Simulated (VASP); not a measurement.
# Te2Mo (P6_3/mmc) in VASP: notebook

Runs on Te2Mo. Level: PBE. Tasks: single point.

All numbers are computed with VASP 6.6.1; they aren't measurements. Logs are shortened: lines on timing, memory, paths and dates and some standing lists are left out, and cuts for length are marked.

### Step 1. The cell of the first run

Symmetry: P6_3/mmc, No. 194, hexagonal system. Conventional cell: a = 3.520 Å, b = 3.520 Å, c = 13.957 Å, α = 90.00°, β = 90.00°, γ = 120.00°. Within 3.7 Å of Te (site symmetry 3m) lie 3 Mo at 2.72 Å and 7 Te at 3.52 to 3.63 Å. Within 3.6 Å of Mo (site symmetry -6m2) lie 6 Te at 2.72 Å and 6 Mo at 3.52 Å.

### Step 2. Single point, PBE, collinear spin

Contents of INCAR:

```
PREC = Accurate
ENCUT = 500
EDIFF = 1E-6
ISMEAR = 0
SIGMA = 0.05
LREAL = F
LASPH = T
NELM = 200
ALGO = Normal
ISIF = 2
LWAVE = F
LCHARG = T
ISPIN = 2
MAGMOM = 0 0 0 0 0.05 0.05
LORBIT = 11
LMAXMIX = 4
GGA = PE
LELF = T
LVHAR = T
NBANDS = 39
GGA_COMPAT = F
```

Contents of KPOINTS:

```
Automatic mesh
0
Gamma
  4 4 1
```

Contents of POSCAR:

```
Te2Mo
1.0
    3.5203407719      0.0000000000      0.0000000000
   -1.7601703860      3.0487045385      0.0000000000
    0.0000000000      0.0000000000     13.9566079338
Te Mo
4 2
Direct
    0.3333333333      0.6666666667      0.6200035815
    0.6666666667      0.3333333333      0.1200035815
    0.3333333333      0.6666666667      0.8799964185
    0.6666666667      0.3333333333      0.3799964185
    0.3333333333      0.6666666667      0.2500000000
    0.6666666667      0.3333333333      0.7500000000
```

Potentials or basis: VASP PAW PBE potentials, release 64 (Te, Mo_sv).

Started as:

```console
> cat potpaw_PBE.64/Te/POTCAR potpaw_PBE.64/Mo_sv/POTCAR > POTCAR
> mpirun -np 1 vasp_std > vasp.out
```

OUTCAR:

```text
PREC = Accurate
   ENCUT = 500
   EDIFF = 1E-6
   ISMEAR = 0
   LREAL = F
   LASPH = T
   NELM = 200
   ISIF = 2
   ISPIN = 2
   LORBIT = 11
   GGA = PE

 ion  position               nearest neighbor table
   1  0.333  0.667  0.620-   6 2.72   6 2.72   6 2.72   3 3.63
   2  0.667  0.333  0.120-   5 2.72   5 2.72   5 2.72   4 3.63
   3  0.333  0.667  0.880-   6 2.72   6 2.72   6 2.72   1 3.63
   4  0.667  0.333  0.380-   5 2.72   5 2.72   5 2.72   2 3.63
   5  0.333  0.667  0.250-   2 2.72   4 2.72   2 2.72   4 2.72   2 2.72   4 2.72
   6  0.667  0.333  0.750-   1 2.72   3 2.72   1 2.72   3 2.72   1 2.72   3 2.72

  LATTYP: Found a hexagonal cell.
 ALAT       =     3.5203407719
 C/A-ratio  =     3.9645616257

  Lattice vectors:

 A1 = (   3.5203407719,   0.0000000000,   0.0000000000)
 A2 = (  -1.7601703860,   3.0487045385,   0.0000000000)
 A3 = (   0.0000000000,   0.0000000000,  13.9566079338)

Analysis of symmetry for initial positions (statically):
=====================================================================
 Subroutine PRICEL returns:
 Original cell was already a primitive cell.

 Routine SETGRP: Setting up the symmetry group for a
 hexagonal supercell.

 Subroutine GETGRP returns: Found 24 space group operations
 (whereof 12 operations were pure point group operations)
 out of a pool of 24 trial point group operations.

The static configuration has the point symmetry D_3d.
 The point group associated with its full space group is D_6h.

Analysis of symmetry for dynamics (positions and initial velocities):
=====================================================================
 Subroutine PRICEL returns:
 Original cell was already a primitive cell.

 Routine SETGRP: Setting up the symmetry group for a
 hexagonal supercell.

 Subroutine GETGRP returns: Found 24 space group operations
 (whereof 12 operations were pure point group operations)
 out of a pool of 24 trial point group operations.

The dynamic configuration has the point symmetry D_3d.
 The point group associated with its full space group is D_6h.

Analysis of structural, dynamic, and magnetic symmetry:
=====================================================================
 Subroutine PRICEL returns:
 Original cell was already a primitive cell.

 Routine SETGRP: Setting up the symmetry group for a
 hexagonal supercell.

 Subroutine GETGRP returns: Found 24 space group operations
 (whereof 12 operations were pure point group operations)
[... 122 lines left out ...]
 Gauss-broadening in eV      SIGMA  =   0.05
  energy-cutoff  :      500.00
  volume of cell :      149.79
 maximum number of plane-waves:      3823
 NGX is ok and might be reduce to    28
   NGX = 13   NGY = 13   NGZ = 51

 number of electron      51.9999997 magnetization       0.0007973

 Free energy of the ion-electron system (eV)
  ---------------------------------------------------
  ext. energy  EPLUGINS =         0.00000000
  ---------------------------------------------------
  free energy    TOTEN  =       -36.04969577 eV

  energy without entropy =      -36.04969577  energy(sigma->0) =      -36.04969577

 E-fermi :   8.5092     XC(G=0): -10.4531

 val. band max:        8.1560896975   @ k =   0.0000   0.0000   0.0000
 cond. band min:       9.0881898245   @ k =   0.2500   0.2500   0.0000
 fundamental gap:      0.9321001271
 Fermi energy:         8.5092299682

 spin component 1

 k-point     1 :       0.0000    0.0000    0.0000
  band No.  band energies     occupation
      1     -52.6594      1.00000
      2     -52.6593      1.00000
      3     -26.8216      1.00000
      4     -26.8216      1.00000
      5     -26.6995      1.00000
      6     -26.6995      1.00000
[... 153 lines left out ...]
     37      14.2752      0.00000
     38      15.3525      0.00000
 Fermi energy:         8.5092299682

 spin component 2

 k-point     1 :       0.0000    0.0000    0.0000
  band No.  band energies     occupation
      1     -52.6594      1.00000
      2     -52.6594      1.00000
      3     -26.8216      1.00000
      4     -26.8216      1.00000
      5     -26.6995      1.00000
      6     -26.6995      1.00000
[... 153 lines left out ...]
     37      14.2753      0.00000
     38      15.3526      0.00000
 [bands above 38 left out]

------------------------ aborting loop because EDIFF is reached ----------------------------------------

  FORCE on cell =-STRESS in cart. coord.  units (eV):
  Direction    XX          YY          ZZ          XY          YZ          ZX
  --------------------------------------------------------------------------------------
  -------------------------------------------------------------------------------------
  Total        1.7583167      1.7583167      2.4139349     -0.0000000      0.0000000      0.0000000
  in kB       18.8073571     18.8073571     25.8199985     -0.0000000      0.0000000      0.0000000
  external PRESSURE =      21.1449042 kB  Pullay stress =       0.0000000 kB

 VOLUME and BASIS-vectors are now :
 -----------------------------------------------------------------------------
  energy-cutoff  :      500.00
  volume of cell :      149.79
      direct lattice vectors                 reciprocal lattice vectors
     3.520340772  0.000000000  0.000000000     0.284063409  0.164004086  0.000000000
    -1.760170386  3.048704539  0.000000000     0.000000000  0.328008171  0.000000000
     0.000000000  0.000000000 13.956607934     0.000000000  0.000000000  0.071650648

 POSITION                                       TOTAL-FORCE (eV/Angst)
 -----------------------------------------------------------------------------------
     -0.00000      2.03247      8.65315        -0.000000      0.000000      0.035201
      1.76017      1.01623      1.67484         0.000000      0.000000      0.035201
     -0.00000      2.03247     12.28176        -0.000000      0.000000     -0.035201
      1.76017      1.01623      5.30346        -0.000000      0.000000     -0.035201
     -0.00000      2.03247      3.48915        -0.000000      0.000000      0.000000
      1.76017      1.01623     10.46746         0.000000     -0.000000      0.000000
 -----------------------------------------------------------------------------------
    total drift:                               -0.000000      0.000000     -0.000000

  FREE ENERGIE OF THE ION-ELECTRON SYSTEM (eV)
  ---------------------------------------------------
  free  energy   TOTEN  =       -36.0496957688 eV

  energy  without entropy=      -36.0496957688  energy(sigma->0) =      -36.04969577

 total charge

# of ion       s       p       d       tot
------------------------------------------
    1        1.387   1.975   0.063   3.424
    2        1.387   1.975   0.063   3.424
    3        1.387   1.975   0.063   3.424
    4        1.387   1.975   0.063   3.424
    5        2.251   6.143   3.981  12.376
    6        2.251   6.143   3.981  12.376
--------------------------------------------------
tot         10.049  20.184   8.214  38.448

 magnetization (x)

# of ion       s       p       d       tot
------------------------------------------
    1       -0.000   0.000   0.000  -0.000
    2       -0.000   0.000   0.000  -0.000
    3       -0.000   0.000   0.000  -0.000
    4       -0.000   0.000   0.000  -0.000
    5       -0.000  -0.000  -0.000  -0.000
    6       -0.000  -0.000  -0.000  -0.000
--------------------------------------------------
tot         -0.000   0.000  -0.000  -0.000
```

stdout:

```text
POSCAR found type information on POSCAR TeMo
 POSCAR found :  2 types and       6 ions
 scaLAPACK will be used
 LDA part: xc-table for (Slater+PW92), standard interpolation
 POSCAR, INCAR and KPOINTS ok, starting setup
 FFT: planning ... GRIDC
 FFT: planning ... GRID_SOFT
 FFT: planning ... GRID
 WAVECAR not read
 entering main loop
```

Run time: 1.7 min. Hardware: 1 thread of Oxide Virtual Turin-like, shared host; peak memory 0.3 GiB.

Results:

```yaml
Free_energy: -36.0497 eV
Pressure: 2.1 GPa
Largest_force: 0.035 eV/Å
Band_gap_on_the_k_mesh: 0.93 eV (least direct gap 1.32 eV)
Net_moment: 0.00 μB per cell
Valence_electrons_inside_the_program's_atomic_spheres: Te 3.42; Mo 12.38
```

Forces in eV/Å, atoms in the order of the input:
```
Te   0.000  0.000  0.035
Te   0.000  0.000  0.035
Te   0.000  0.000 -0.035
Te   0.000  0.000 -0.035
Mo   0.000  0.000  0.000
Mo   0.000  0.000  0.000
```

Stress tensor (GPa, compression positive):
```
1.88 0.00 0.00
0.00 1.88 0.00
0.00 0.00 2.58
```

Caveat: the k points lie up to 0.52 Å⁻¹ apart; spin-orbit coupling is left out, which moves the levels of the heavy elements; this functional lacks dispersion, which binds layers or chains, so the pressure and a relaxed spacing across them are unreliable. A k mesh can miss the band edges.

### Step 3. Single point, PBE, collinear spin

Contents of INCAR:

```
PREC = Accurate ; ENCUT = 500
EDIFF = 1E-6 ; ISMEAR = 0
SIGMA = 0.05 ; LREAL = F
LASPH = T ; NELM = 200
ALGO = Normal ; ISIF = 2
LWAVE = F ; LCHARG = T
ISPIN = 2 ; MAGMOM = 0 0 0 0 2 2
LORBIT = 11 ; LMAXMIX = 4
GGA = PE ; LELF = T
LVHAR = T ; NBANDS = 39
GGA_COMPAT = F
```

Contents of KPOINTS:

```
Automatic mesh
0
Gamma
  8 8 2
```

Contents of POSCAR:

```
Te2Mo
1.0
    3.5181997386      0.0000000000      0.0000000000
   -1.7590998693      3.0468503491      0.0000000000
    0.0000000000      0.0000000000     13.9735999514
Te Mo
4 2
Direct
    0.3333333333      0.6666666667      0.6210000000
    0.6666666667      0.3333333333      0.1210000000
    0.3333333333      0.6666666667      0.8790000000
    0.6666666667      0.3333333333      0.3790000000
    0.3333333333      0.6666666667      0.2500000000
    0.6666666667      0.3333333333      0.7500000000
```

Potentials or basis: VASP PAW PBE potentials, release 64 (Te, Mo_sv).

Started as:

```console
> cat potpaw_PBE.64/Te/POTCAR potpaw_PBE.64/Mo_sv/POTCAR > POTCAR
> mpirun -np 1 vasp_std > vasp.out
```

OUTCAR:

```text
PREC = Accurate
   ENCUT = 500
   EDIFF = 1E-6
   ISMEAR = 0
   LREAL = F
   LASPH = T
   NELM = 200
   ISIF = 2
   ISPIN = 2
   LORBIT = 11
   GGA = PE

 ion  position               nearest neighbor table
   1  0.333  0.667  0.621-   6 2.72   6 2.72   6 2.72   3 3.61
   2  0.667  0.333  0.121-   5 2.72   5 2.72   5 2.72   4 3.61
   3  0.333  0.667  0.879-   6 2.72   6 2.72   6 2.72   1 3.61
   4  0.667  0.333  0.379-   5 2.72   5 2.72   5 2.72   2 3.61
   5  0.333  0.667  0.250-   2 2.72   4 2.72   2 2.72   4 2.72   2 2.72   4 2.72
   6  0.667  0.333  0.750-   1 2.72   3 2.72   1 2.72   3 2.72   1 2.72   3 2.72

  LATTYP: Found a hexagonal cell.
 ALAT       =     3.5181997386
 C/A-ratio  =     3.9718040446

  Lattice vectors:

 A1 = (   3.5181997386,   0.0000000000,   0.0000000000)
 A2 = (  -1.7590998693,   3.0468503491,   0.0000000000)
 A3 = (   0.0000000000,   0.0000000000,  13.9735999514)

Analysis of symmetry for initial positions (statically):
=====================================================================
 Subroutine PRICEL returns:
 Original cell was already a primitive cell.

 Routine SETGRP: Setting up the symmetry group for a
 hexagonal supercell.

 Subroutine GETGRP returns: Found 24 space group operations
 (whereof 12 operations were pure point group operations)
 out of a pool of 24 trial point group operations.

The static configuration has the point symmetry D_3d.
 The point group associated with its full space group is D_6h.

Analysis of symmetry for dynamics (positions and initial velocities):
=====================================================================
 Subroutine PRICEL returns:
 Original cell was already a primitive cell.

 Routine SETGRP: Setting up the symmetry group for a
 hexagonal supercell.

 Subroutine GETGRP returns: Found 24 space group operations
 (whereof 12 operations were pure point group operations)
 out of a pool of 24 trial point group operations.

[... 176 lines left out ...]

 k-point     1 :       0.0000    0.0000    0.0000
  band No.  band energies     occupation
      1     -52.6639      1.00000
      2     -52.6639      1.00000
      3     -26.8311      1.00000
      4     -26.8310      1.00000
      5     -26.7075      1.00000
      6     -26.7075      1.00000
[... 809 lines left out ...]
     37      14.1506      0.00000
     38      14.1506      0.00000
 Fermi energy:         8.5685571876

 spin component 2

 k-point     1 :       0.0000    0.0000    0.0000
  band No.  band energies     occupation
      1     -52.6640      1.00000
      2     -52.6640      1.00000
      3     -26.8311      1.00000
      4     -26.8311      1.00000
      5     -26.7076      1.00000
      6     -26.7076      1.00000
[... 809 lines left out ...]
     37      14.1507      0.00000
     38      14.1507      0.00000
 [bands above 38 left out]

------------------------ aborting loop because EDIFF is reached ----------------------------------------

  FORCE on cell =-STRESS in cart. coord.  units (eV):
  Direction    XX          YY          ZZ          XY          YZ          ZX
  --------------------------------------------------------------------------------------
  -------------------------------------------------------------------------------------
  Total        2.5228846      2.5228846      3.2314897     -0.0000000      0.0000000      0.0000000
  in kB       26.9853494     26.9853494     34.5647510     -0.0000000      0.0000000      0.0000000
  external PRESSURE =      29.5118166 kB  Pullay stress =       0.0000000 kB

 VOLUME and BASIS-vectors are now :
 -----------------------------------------------------------------------------
  energy-cutoff  :      500.00
  volume of cell :      149.79
      direct lattice vectors                 reciprocal lattice vectors
     3.518199739  0.000000000  0.000000000     0.284236278  0.164103892  0.000000000
    -1.759099869  3.046850349  0.000000000     0.000000000  0.328207784  0.000000000
     0.000000000  0.000000000 13.973599951     0.000000000  0.000000000  0.071563520

 POSITION                                       TOTAL-FORCE (eV/Angst)
 -----------------------------------------------------------------------------------
     -0.00000      2.03123      8.67761         0.000000     -0.000000     -0.188205
      1.75910      1.01562      1.69081         0.000000     -0.000000     -0.188205
     -0.00000      2.03123     12.28279        -0.000000     -0.000000      0.188205
      1.75910      1.01562      5.29599         0.000000     -0.000000      0.188205
     -0.00000      2.03123      3.49340        -0.000000      0.000000      0.000000
      1.75910      1.01562     10.48020         0.000000     -0.000000      0.000000
 -----------------------------------------------------------------------------------
    total drift:                               -0.000000      0.000000     -0.000000

  FREE ENERGIE OF THE ION-ELECTRON SYSTEM (eV)
  ---------------------------------------------------
  free  energy   TOTEN  =       -35.9859831563 eV

  energy  without entropy=      -35.9859831563  energy(sigma->0) =      -35.98598316

 total charge

# of ion       s       p       d       tot
------------------------------------------
    1        1.386   1.978   0.065   3.429
    2        1.386   1.978   0.065   3.429
    3        1.386   1.978   0.065   3.429
    4        1.386   1.978   0.065   3.429
    5        2.255   6.147   3.992  12.394
    6        2.255   6.147   3.992  12.394
--------------------------------------------------
tot         10.055  20.206   8.242  38.503

 magnetization (x)

# of ion       s       p       d       tot
------------------------------------------
    1        0.000   0.000   0.000   0.000
    2        0.000   0.000   0.000   0.000
    3        0.000   0.000   0.000   0.000
    4        0.000   0.000   0.000   0.000
    5       -0.000  -0.000  -0.000  -0.000
    6       -0.000  -0.000  -0.000  -0.000
--------------------------------------------------
tot          0.000   0.000  -0.000  -0.000
```

OSZICAR:

```text
N       E                     dE             d eps       ncg     rms          rms(c)
DAV:   1     0.376224033855E+03    0.37622E+03   -0.26050E+04  3544   0.116E+03
DAV:   2    -0.166649731056E+02   -0.39289E+03   -0.37665E+03  3807   0.289E+02
DAV:   3    -0.358367215230E+02   -0.19172E+02   -0.18760E+02  3756   0.567E+01
DAV:   4    -0.362082158782E+02   -0.37149E+00   -0.37098E+00  3658   0.789E+00
DAV:   5    -0.362180853656E+02   -0.98695E-02   -0.98691E-02  3896   0.127E+00    0.247E+01
DAV:   6    -0.358259947497E+02    0.39209E+00   -0.66683E+00  3427   0.121E+01    0.114E+01
DAV:   7    -0.359762122075E+02   -0.15022E+00   -0.31654E+00  3281   0.842E+00    0.739E+00
DAV:   8    -0.358724544295E+02    0.10376E+00   -0.66978E-01  3414   0.427E+00    0.330E+00
DAV:   9    -0.359328761417E+02   -0.60422E-01   -0.94377E-02  3558   0.118E+00    0.106E+00
DAV:  10    -0.359641482760E+02   -0.31272E-01   -0.28832E-02  3577   0.713E-01    0.892E-01
DAV:  11    -0.359841550137E+02   -0.20007E-01   -0.24354E-02  3514   0.708E-01    0.199E-01
DAV:  12    -0.359857467846E+02   -0.15918E-02   -0.18476E-03  3827   0.176E-01    0.149E-01
DAV:  13    -0.359857614829E+02   -0.14698E-04   -0.12613E-04  3553   0.509E-02    0.886E-02
DAV:  14    -0.359858879148E+02   -0.12643E-03   -0.75541E-05  4011   0.364E-02    0.435E-02
DAV:  15    -0.359859821181E+02   -0.94203E-04   -0.94267E-05  3757   0.336E-02    0.146E-02
DAV:  16    -0.359859832442E+02   -0.11261E-05   -0.47801E-06  3349   0.934E-03    0.604E-03
DAV:  17    -0.359859831563E+02    0.87846E-07   -0.37104E-07  2106   0.306E-03
   1 F= -.35985983E+02 E0= -.35985983E+02  d E =-.323458E-28  mag=     0.0001
```

Wall time 7.5 min (1 thread of Oxide Virtual Turin-like, shared host); peak memory 0.39 GiB.

Results:

| Item | Value |
| --- | --- |
| Free energy | -35.9860 eV |
| Pressure | 3.0 GPa |
| Largest force | 0.188 eV/Å |
| Band gap on the k mesh | 0.80 eV (least direct gap 1.21 eV) |
| Net moment | 0.00 μB per cell |
| Valence electrons inside the program's atomic spheres | Te 3.43; Mo 12.39 |

Forces on the atoms (eV/Å):
```
Te   0.000  0.000 -0.188
Te   0.000  0.000 -0.188
Te   0.000  0.000  0.188
Te   0.000  0.000  0.188
Mo   0.000  0.000  0.000
Mo   0.000  0.000  0.000
```

Stress tensor (GPa, compression positive):
```
2.70 0.00 0.00
0.00 2.70 0.00
0.00 0.00 3.46
```

Levels at points of the mesh, in eV from the valence-band top:
Spin up:
```csv
k point,band 24,band 25,band 26,band 27,band 28,band 29
"(0.00, 0.00, 0.00)",-1.03,-0.32,0.00,2.90,2.90,3.03
"(0.50, 0.00, 0.00)",-0.96,-0.61,-0.32,1.26,1.32,1.45
"(0.00, 0.00, 0.50)",-1.04,-0.08,-0.08,2.94,2.94,2.94
"(0.50, 0.00, 0.50)",-0.97,-0.47,-0.47,1.28,1.28,1.64
```
Spin down:
| k point | band 24 | band 25 | band 26 | band 27 | band 28 | band 29 |
| --- | --- | --- | --- | --- | --- | --- |
| (0.00, 0.00, 0.00) | -1.03 | -0.32 | 0.00 | 2.90 | 2.90 | 3.03 |
| (0.50, 0.00, 0.00) | -0.96 | -0.61 | -0.32 | 1.26 | 1.32 | 1.45 |
| (0.00, 0.00, 0.50) | -1.04 | -0.08 | -0.08 | 2.94 | 2.94 | 2.94 |
| (0.50, 0.00, 0.50) | -0.97 | -0.47 | -0.47 | 1.28 | 1.28 | 1.64 |

Caveat: spin-orbit coupling is left out, which moves the levels of the heavy elements; this functional lacks dispersion, which binds layers or chains, so the pressure and a relaxed spacing across them are unreliable. A k mesh can miss the band edges.

(Continued in part 2 of 2.)
